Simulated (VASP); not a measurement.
Here is a VASP 6.6.1 calculation.

File INCAR:

```
PREC = Accurate
ENCUT = 520
EDIFF = 1E-6
ISMEAR = -1
SIGMA = 0.08
LREAL = False
LASPH = True
NELM = 100
ALGO = Normal
ISIF = 2
LWAVE = False
LCHARG = False
GGA = PE
NBANDS = 12
```

The input KPOINTS:

```
Automatic mesh
0
Gamma
  15 15 14
```

The input POSCAR:

```
Au
1.0
    2.7163262469      0.0000000000      0.0000000000
   -1.3581631235      2.3524075348      0.0000000000
    0.0000000000      0.0000000000      2.6641860835
Au
1
Direct
    0.0000000000      0.0000000000      0.0000000000
```

Potentials or basis: VASP PAW PBE potentials, release 64 (Au).

Run with:

```console
$ cat potpaw_PBE.64/Au/POTCAR > POTCAR
$ mpirun -np 1 vasp_std > vasp.out
```

(1) Predict the band gap on the k mesh.

(2) Estimate the pressure.

Answers

(1) zero (an odd number of electrons rules out a gap without spin polarisation).

(2) 22.0 GPa.

Caveat: the cell stands under pressure; spin-orbit coupling is left out, which moves the levels of the heavy elements.
